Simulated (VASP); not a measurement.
# TePb (Pm-3m) in VASP: notebook

The runs below take TePb through electric field gradients, with PBEsol.

Everything below comes from runs of VASP 6.6.1. Logs are shortened: lines on timing, memory, paths and dates and some standing lists are left out, and cuts for length are marked.

**1. The cell of the first run**

The structure is cubic, space group Pm-3m (No. 221). The conventional cell has a = 3.907 Å, b = 3.907 Å, c = 3.907 Å, α = 90.00°, β = 90.00°, γ = 90.00°. Within 4.4 Å of Te (site symmetry m-3m) lie 8 Pb at 3.38 Å and 6 Te at 3.91 Å. Pb (site symmetry m-3m) has 8 Te at 3.38 Å and 6 Pb at 3.91 Å within 4.4 Å.

**2. Electric field gradients, PBEsol**

INCAR reads:

```
PREC = Accurate
ENCUT = 520
EDIFF = 1E-8
ISMEAR = -1
SIGMA = 0.05
LREAL = F
LASPH = T
NELM = 80
ALGO = Normal
ISIF = 2
LWAVE = F
LCHARG = F
GGA = PS
LEFG = T
NBANDS = 17
```

KPOINTS reads:

```
regular mesh
0
Gamma
  10 10 10
```

POSCAR reads:

```
TePb
1.0
    3.9072401056      0.0000000000      0.0000000000
    0.0000000000      3.9072401056      0.0000000000
    0.0000000000      0.0000000000      3.9072401056
Te Pb
1 1
Direct
    0.5000000000      0.5000000000      0.5000000000
    0.0000000000      0.0000000000      0.0000000000
```

Potentials or basis: VASP PAW PBE potentials, release 64 (Te, Pb_d).

Launch:

```sh
$ cat potpaw_PBE.64/Te/POTCAR potpaw_PBE.64/Pb_d/POTCAR > POTCAR
$ mpirun -np 1 vasp_std > vasp.out
```

OUTCAR:

```text
PREC = Accurate
   ENCUT = 520
   EDIFF = 1E-8
   ISMEAR = -1
   LREAL = F
   LASPH = T
   NELM = 80
   ISIF = 2
   GGA = PS

 ion  position               nearest neighbor table
   1  0.500  0.500  0.500-   2 3.38   2 3.38   2 3.38   2 3.38   2 3.38   2 3.38   2 3.38   2 3.38

   2  0.000  0.000  0.000-   1 3.38   1 3.38   1 3.38   1 3.38   1 3.38   1 3.38   1 3.38   1 3.38

  LATTYP: Found a simple cubic cell.
 ALAT       =     3.9072401056

  Lattice vectors:

 A1 = (   3.9072401056,   0.0000000000,   0.0000000000)
 A2 = (   0.0000000000,   3.9072401056,   0.0000000000)
 A3 = (   0.0000000000,   0.0000000000,   3.9072401056)

Analysis of symmetry for initial positions (statically):
=====================================================================
 Subroutine PRICEL returns:
 Original cell was already a primitive cell.

 Routine SETGRP: Setting up the symmetry group for a
 simple cubic supercell.

 Subroutine GETGRP returns: Found 48 space group operations
 (whereof 48 operations were pure point group operations)
 out of a pool of 48 trial point group operations.

The static configuration has the point symmetry O_h .

Analysis of symmetry for dynamics (positions and initial velocities):
=====================================================================
 Subroutine PRICEL returns:
 Original cell was already a primitive cell.

 Routine SETGRP: Setting up the symmetry group for a
 simple cubic supercell.

 Subroutine GETGRP returns: Found 48 space group operations
 (whereof 48 operations were pure point group operations)
 out of a pool of 48 trial point group operations.

The dynamic configuration has the point symmetry O_h .

 Subroutine INISYM returns: Found 48 space group operations
 (whereof 48 operations are pure point group operations),
 and found     1 'primitive' translations

----------------------------------------------------------------------------------------

                                     Primitive cell

  volume of cell :      59.6500

  direct lattice vectors                    reciprocal lattice vectors
     3.907240106  0.000000000  0.000000000     0.255935129  0.000000000  0.000000000
     0.000000000  3.907240106  0.000000000     0.000000000  0.255935129  0.000000000
     0.000000000  0.000000000  3.907240106     0.000000000  0.000000000  0.255935129

  length of vectors
     3.907240106  3.907240106  3.907240106     0.255935129  0.255935129  0.255935129

  position of ions in fractional coordinates (direct lattice)
     0.500000000  0.500000000  0.500000000
     0.000000000  0.000000000  0.000000000

  ion indices of the primitive-cell ions
   primitive index   ion index
                 1           1
                 2           2

----------------------------------------------------------------------------------------

 KPOINTS: regular mesh

Automatic generation of k-mesh.
 Grid dimensions read from file:
 generate k-points for:   10   10   10

 Generating k-lattice:

  Cartesian coordinates                     Fractional coordinates (reciprocal lattice)
     0.025593513  0.000000000  0.000000000     0.100000000  0.000000000  0.000000000
     0.000000000  0.025593513  0.000000000     0.000000000  0.100000000  0.000000000
     0.000000000  0.000000000  0.025593513     0.000000000  0.000000000  0.100000000

  Length of vectors
     0.025593513  0.025593513  0.025593513

  Shift w.r.t. Gamma in fractional coordinates (k-lattice)
     0.000000000  0.000000000  0.000000000

 Subroutine IBZKPT returns following result:
 ===========================================

 Found     56 irreducible k-points:

 Following reciprocal coordinates:
            Coordinates               Weight
  0.000000  0.000000  0.000000      1.000000
  0.100000  0.000000  0.000000      6.000000
  0.200000  0.000000  0.000000      6.000000
  0.300000  0.000000  0.000000      6.000000
  0.400000  0.000000  0.000000      6.000000
  0.500000  0.000000  0.000000      3.000000
[... 16 lines left out ...]
  0.200000  0.100000  0.100000     24.000000
  0.300000  0.100000  0.100000     24.000000
 [... further k-points ...]
   k-points           NKPTS =     56   k-points in BZ     NKDIM =     56   number of bands    NBANDS=     17
   number of dos      NEDOS =    301   number of ions     NIONS =      2
   total plane-waves  NPLWV =  27000
   dimension x,y,z NGX =    30 NGY =   30 NGZ =   30
   dimension x,y,z NGXF=    60 NGYF=   60 NGZF=   60
   ions per type =               1   1
   NGX,Y,Z   is equivalent  to a cutoff of  12.76, 12.76, 12.76 a.u.
   NGXF,Y,Z  is equivalent  to a cutoff of  25.53, 25.53, 25.53 a.u.
 SYSTEM =  unknown system
   PREC   = accura    normal or accurate (medium, high low for compatibility)
   ISTART =      0    job   : 0-new  1-cont  2-samecut
   ICHARG =      2    charge: 1-file 2-atom 10-const
   ISPIN  =      1    spin polarized calculation?
   LNONCOLLINEAR =      F non collinear calculations
   LSORBIT =      F    spin-orbit coupling
   LASPH  =      T    aspherical Exc in radial PAW
   ENCUT  =  520.0 eV  38.22 Ry    6.18 a.u.   7.26  7.26  7.26*2*pi/ulx,y,z
   NELM   =     80;   NELMIN=  2; NELMDL= -5     # of ELM steps
   EDIFF  = 0.1E-07   stopping-criterion for ELM
   LREAL  =      F    real-space projection
   EDIFFG = 0.1E-06   stopping-criterion for IOM
   NSW    =      0    number of steps for IOM
   IBRION =     -1    ionic relax: 0-MD 1-quasi-New 2-CG
   NFREE  =      0    steps in history (QN), initial steepest desc. (CG)
   ISIF   =      2    stress and relaxation
   ISYM   =      2    0-nonsym 1-usesym 2-fastsym
   POTIM  = 0.5000    time-step for ionic-motion
   TEBEG  =    0.0;   TEEND  =   0.0 temperature during run
   PSTRESS=    0.0 pullay stress
   NELECT =      20.0000    total number of electrons
   NUPDOWN=      -1.0000    fix difference up-down
   EMIN   =  10.00;   EMAX   =-10.00  energy-range for DOS
   EFERMI =   0.00;   METHOD = LEGACY
   ISMEAR =    -1;   SIGMA  =   0.05  broadening in eV -4-tet -1-fermi 0-gaus
   EFERMI_NEDOS =   21; number of points for ismear=-14 and -15
   IALGO  =     38    algorithm
   IMIX   =      4    mixing-type and parameters
     AMIX     =   0.40;   BMIX     =  1.00
     AMIX_MAG =   1.60;   BMIX_MAG =  1.00
  volume/ion in A,a.u.               =      29.82       201.27
  Fermi-wavevector in a.u.,A,eV,Ry     =   1.137317  2.149217 17.598988  1.293489
  Thomas-Fermi vector in A             =   2.274022
   LORBIT       =      0    0 simple, 1 ext, 2 COOP (PROOUT), +10 PAW based schemes
   GGA     = PS    functional components
   LHFCALC =     F    Hartree Fock is set to
   AEXX    =    0.0000 exact exchange contribution
   IVDW    =     0    specifies the selected vdW correction
   LEPSILON=     F    determine dielectric tensor
   LRPA    =     F    only Hartree local field effects (RPA)
 non-spin polarized calculation
  energy-cutoff  :      520.00
  volume of cell :       59.65
 maximum number of plane-waves:      1640
 NGX is ok and might be reduce to    30
   NGX = 15   NGY = 15   NGZ = 15

 number of electron      19.9999993 magnetization

 Free energy of the ion-electron system (eV)
  ---------------------------------------------------
  ext. energy  EPLUGINS =         0.00000000
  ---------------------------------------------------
  free energy    TOTEN  =        -7.88343123 eV

  energy without entropy =       -7.87264991  energy(sigma->0) =       -7.87804057

 E-fermi :   6.9747     XC(G=0): -10.1671

 val. band max:        6.9509686275   @ k =   0.4000   0.4000   0.3000
 cond. band min:       6.9770478490   @ k =   0.3000   0.1000   0.1000
 fundamental gap:      0.0260792215
 Fermi energy:         6.9747085338

 k-point     1 :       0.0000    0.0000    0.0000
  band No.  band energies     occupation
      1      -9.9474      2.00000
      2      -9.9474      2.00000
      3      -9.8429      2.00000
      4      -9.8429      2.00000
      5      -9.8429      2.00000
      6      -5.6128      2.00000
[... 9 lines left out ...]
     16      17.9056      0.00000
     17      18.4134      0.00000

 k-point     2 :       0.1000    0.0000    0.0000
  band No.  band energies     occupation
      1      -9.9469      2.00000
      2      -9.9388      2.00000
      3      -9.8462      2.00000
      4      -9.8462      2.00000
      5      -9.8426      2.00000
      6      -5.5251      2.00000
[... 9 lines left out ...]
     16      17.7393      0.00000
     17      17.7902      0.00000

 k-point     3 :       0.2000    0.0000    0.0000
  band No.  band energies     occupation
      1      -9.9457      2.00000
      2      -9.9162      2.00000
      3      -9.8550      2.00000
      4      -9.8550      2.00000
      5      -9.8420      2.00000
      6      -5.2670      2.00000
[... 9 lines left out ...]
     16      16.4077      0.00000
     17      17.6493      0.00000

 k-point     4 :       0.3000    0.0000    0.0000
  band No.  band energies     occupation
      1      -9.9441      2.00000
      2      -9.8885      2.00000
      3      -9.8658      2.00000
      4      -9.8658      2.00000
      5      -9.8413      2.00000
      6      -4.8599      2.00000
[... 9 lines left out ...]
     16      15.2307      0.00000
     17      17.9895      0.00000

 k-point     5 :       0.4000    0.0000    0.0000
  band No.  band energies     occupation
      1      -9.9429      2.00000
      2      -9.8745      2.00000
      3      -9.8745      2.00000
      4      -9.8661      2.00000
      5      -9.8407      2.00000
      6      -4.3773      2.00000
[... 9 lines left out ...]
     16      17.2880      0.00000
     17      18.6878      0.00000

 k-point     6 :       0.5000    0.0000    0.0000
  band No.  band energies     occupation
      1      -9.9424      2.00000
      2      -9.8779      2.00000
      3      -9.8779      2.00000
      4      -9.8576      2.00000
      5      -9.8405      2.00000
      6      -4.0979      2.00000
[... 9 lines left out ...]
     16      18.7576      0.00000
     17      19.4552      0.00000
[... 281 lines left out ...]
 k-point    21 :       0.5000    0.5000    0.0000
  band No.  band energies     occupation
      1      -9.9456      2.00000
      2      -9.8978      2.00000
      3      -9.8700      2.00000
      4      -9.8700      2.00000
      5      -9.8003      2.00000
      6      -3.2029      2.00000
[... 9 lines left out ...]
     16      14.8196      0.00000
     17      14.8196      0.00000

 k-point    22 :       0.1000    0.1000    0.1000
  band No.  band energies     occupation
      1      -9.9337      2.00000
      2      -9.9337      2.00000
      3      -9.8509      2.00000
      4      -9.8489      2.00000
      5      -9.8489      2.00000
      6      -5.3506      2.00000
[... 9 lines left out ...]
     16      16.9703      0.00000
     17      16.9703      0.00000

 k-point    23 :       0.2000    0.1000    0.1000
  band No.  band energies     occupation
      1      -9.9325      2.00000
      2      -9.9109      2.00000
      3      -9.8603      2.00000
      4      -9.8580      2.00000
      5      -9.8485      2.00000
      6      -5.0949      2.00000
[... 9 lines left out ...]
     16      16.3669      0.00000
     17      16.7025      0.00000

 k-point    24 :       0.3000    0.1000    0.1000
  band No.  band energies     occupation
      1      -9.9309      2.00000
      2      -9.8827      2.00000
      3      -9.8723      2.00000
      4      -9.8691      2.00000
      5      -9.8474      2.00000
      6      -4.6943      2.00000
[... 9 lines left out ...]
     16      16.0121      0.00000
     17      16.0501      0.00000

 [... further k-points ...]
[... 5 lines left out ...]
  --------------------------------------------------------------------------------------
  -------------------------------------------------------------------------------------
  Total        0.0012413      0.0012413      0.0012413      0.0000000     -0.0000000      0.0000000
  in kB        0.0333421      0.0333421      0.0333421      0.0000000     -0.0000000      0.0000000
  external PRESSURE =       0.0333421 kB  Pullay stress =       0.0000000 kB

 VOLUME and BASIS-vectors are now :
 -----------------------------------------------------------------------------
  energy-cutoff  :      520.00
  volume of cell :       59.65
      direct lattice vectors                 reciprocal lattice vectors
     3.907240106  0.000000000  0.000000000     0.255935129  0.000000000  0.000000000
     0.000000000  3.907240106  0.000000000     0.000000000  0.255935129  0.000000000
     0.000000000  0.000000000  3.907240106     0.000000000  0.000000000  0.255935129

 POSITION                                       TOTAL-FORCE (eV/Angst)
 -----------------------------------------------------------------------------------
      1.95362      1.95362      1.95362         0.000000      0.000000      0.000000
      0.00000      0.00000      0.00000         0.000000      0.000000      0.000000
 -----------------------------------------------------------------------------------
    total drift:                               -0.000000     -0.000000     -0.000000

  FREE ENERGIE OF THE ION-ELECTRON SYSTEM (eV)
  ---------------------------------------------------
  free  energy   TOTEN  =        -7.8834312255 eV

  energy  without entropy=       -7.8726499076  energy(sigma->0) =       -7.87804057

 Electric field gradients (V/A^2)
---------------------------------------------------------------------
 ion       V_xx      V_yy      V_zz      V_xy      V_xz      V_yz
---------------------------------------------------------------------
   1       0.000     0.000     0.000    -0.000    -0.000    -0.000
   2      -0.000    -0.000     0.000    -0.000     0.000     0.000
---------------------------------------------------------------------

 Electric field gradients after diagonalization (V/A^2)
 (convention: |V_zz| > |V_xx| > |V_yy|)
----------------------------------------------------------------------
 ion       V_xx      V_yy      V_zz     asymmetry (V_yy - V_xx)/ V_zz
----------------------------------------------------------------------
   1       0.000     0.000     0.000      -0.063
   2      -0.000    -0.000     0.000       0.036
----------------------------------------------------------------------

           NMR quadrupolar parameters

 Cq : quadrupolar parameter    Cq=e*Q*V_zz/h
 eta: asymmetry parameters     (V_yy - V_xx)/ V_zz
 Q  : nuclear electric quadrupole moment in mb (millibarn)
----------------------------------------------------------------------
 ion       Cq(MHz)       eta       Q (mb)
----------------------------------------------------------------------
   1       0.000      -0.063       1.000
   2       0.000       0.036       1.000
----------------------------------------------------------------------
```

Run time: 94 s. Hardware: 1 thread of AMD EPYC 7R13, shared host; peak memory 0.18 GiB.

What came out:

* Free energy: -7.8834 eV
* Pressure: 0.0 GPa
* Band gap on the k mesh: zero (band 10 reaches 7.31 eV, above the bottom of band 11 at 5.78 eV)

Caveat: without QUAD_EFG the Cq values of the log hold for a quadrupole moment of 1 mb, not for the nuclei; the PAW data sets were made with another functional, which shifts forces and pressure a little; spin-orbit coupling is left out, which moves the levels of the heavy elements.

**3. Electric field gradients, PBEsol**

INCAR reads:

```
SYSTEM = TePb
PREC = Accurate
ENCUT = 520
EDIFF = 1E-8
ISMEAR = -1
SIGMA = 0.05
LREAL = .FALSE.
LASPH = .TRUE.
NELM = 100
ALGO = Normal
ISIF = 2
LWAVE = .FALSE.
LCHARG = .FALSE.
GGA = PS
LEFG = .TRUE.
NBANDS = 17
```

KPOINTS reads:

```
Automatic mesh
0
G
  15 15 15
  0 0 0
```

POSCAR is that of step 2.

Potentials or basis: VASP PAW PBE potentials, release 64 (Te, Pb_d).

Launch:

```sh
$ cat potpaw_PBE.64/Te/POTCAR potpaw_PBE.64/Pb_d/POTCAR > POTCAR
$ mpirun -np 1 vasp_std > vasp.out
```

OUTCAR:

```text
SYSTEM = TePb
   PREC = Accurate
   ENCUT = 520
   EDIFF = 1E-8
   ISMEAR = -1
   LREAL = .FALSE.
   LASPH = .TRUE.
   NELM = 100
   ISIF = 2
   GGA = PS

 ion  position               nearest neighbor table
   1  0.500  0.500  0.500-   2 3.38   2 3.38   2 3.38   2 3.38   2 3.38   2 3.38   2 3.38   2 3.38

   2  0.000  0.000  0.000-   1 3.38   1 3.38   1 3.38   1 3.38   1 3.38   1 3.38   1 3.38   1 3.38

  LATTYP: Found a simple cubic cell.
 ALAT       =     3.9072401056

  Lattice vectors:

 A1 = (   3.9072401056,   0.0000000000,   0.0000000000)
[... 694 lines left out ...]
  free  energy   TOTEN  =        -7.8799266686 eV

  energy  without entropy=       -7.8687361549  energy(sigma->0) =       -7.87433141

 Electric field gradients (V/A^2)
---------------------------------------------------------------------
 ion       V_xx      V_yy      V_zz      V_xy      V_xz      V_yz
---------------------------------------------------------------------
   1      -0.000    -0.000    -0.000    -0.000    -0.000     0.000
   2       0.000     0.000    -0.000    -0.000     0.000     0.000
---------------------------------------------------------------------

 Electric field gradients after diagonalization (V/A^2)
 (convention: |V_zz| > |V_xx| > |V_yy|)
----------------------------------------------------------------------
 ion       V_xx      V_yy      V_zz     asymmetry (V_yy - V_xx)/ V_zz
----------------------------------------------------------------------
   1      -0.000    -0.000    -0.000      -0.104
   2       0.000    -0.000     0.000      -1.566
----------------------------------------------------------------------

           NMR quadrupolar parameters

 Cq : quadrupolar parameter    Cq=e*Q*V_zz/h
 eta: asymmetry parameters     (V_yy - V_xx)/ V_zz
 Q  : nuclear electric quadrupole moment in mb (millibarn)
----------------------------------------------------------------------
 ion       Cq(MHz)       eta       Q (mb)
----------------------------------------------------------------------
   1      -0.000      -0.104       1.000
   2       0.000      -1.566       1.000
----------------------------------------------------------------------
```

OSZICAR:

```text
N       E                     dE             d eps       ncg     rms          rms(c)
DAV:   1     0.149264469285E+03    0.14926E+03   -0.93147E+03  4096   0.118E+03
DAV:   2     0.174209611050E+01   -0.14752E+03   -0.14317E+03  4309   0.302E+02
DAV:   3    -0.777731666726E+01   -0.95194E+01   -0.93629E+01  5406   0.818E+01
DAV:   4    -0.800986433857E+01   -0.23255E+00   -0.23222E+00  5246   0.137E+01
[... 15 lines left out ...]
DAV:  20    -0.787992810033E+01    0.14048E-05   -0.76914E-07  5248   0.108E-02    0.279E-02
DAV:  21    -0.787992711373E+01    0.98660E-06   -0.13023E-06  5283   0.135E-02    0.177E-02
DAV:  22    -0.787992668745E+01    0.42628E-06   -0.11833E-06  5357   0.132E-02    0.368E-03
DAV:  23    -0.787992667399E+01    0.13465E-07   -0.91348E-08  5515   0.258E-03    0.116E-03
DAV:  24    -0.787992666859E+01    0.53981E-08   -0.37342E-09  2245   0.757E-04
   1 F= -.78799267E+01 E0= -.78743314E+01  d E =-.111905E-01
```

stdout:

```text
POSCAR found type information on POSCAR TePb
 POSCAR found :  2 types and       2 ions
 scaLAPACK will be used
 -----------------------------------------------------------------------------
|                                                                             |
|                                                                             |
|     You enforced a specific xc type in the INCAR file but a different       |
|     I HOPE YOU KNOW WHAT YOU ARE DOING!                                     |
|                                                                             |
 -----------------------------------------------------------------------------

 LDA part: xc-table for (Slater+PW92), standard interpolation
 POSCAR, INCAR and KPOINTS ok, starting setup
 FFT: planning ... GRIDC
 FFT: planning ... GRID_SOFT
 FFT: planning ... GRID
 WAVECAR not read
 entering main loop
ion   1

ion   2
```

It took 4.3 min on 1 thread of AMD EPYC 7R13, shared host; peak memory 0.24 GiB.

Results:

* Free energy: -7.8799 eV
* Pressure: 0.1 GPa
* Band gap on the k mesh: zero (band 10 reaches 7.30 eV, above the bottom of band 11 at 5.90 eV)

Levels at points of the mesh, in eV from the Fermi level:
```tsv
k point	band 7	band 8	band 9	band 10	band 11	band 12	band 13	band 14
(0.00, 0.00, 0.00)	-6.47	-1.65	-1.65	-1.65	3.95	3.95	5.81	5.81
```

Caveat: without QUAD_EFG the Cq values of the log hold for a quadrupole moment of 1 mb, not for the nuclei; the PAW data sets were made with another functional, which shifts forces and pressure a little; spin-orbit coupling is left out, which moves the levels of the heavy elements.
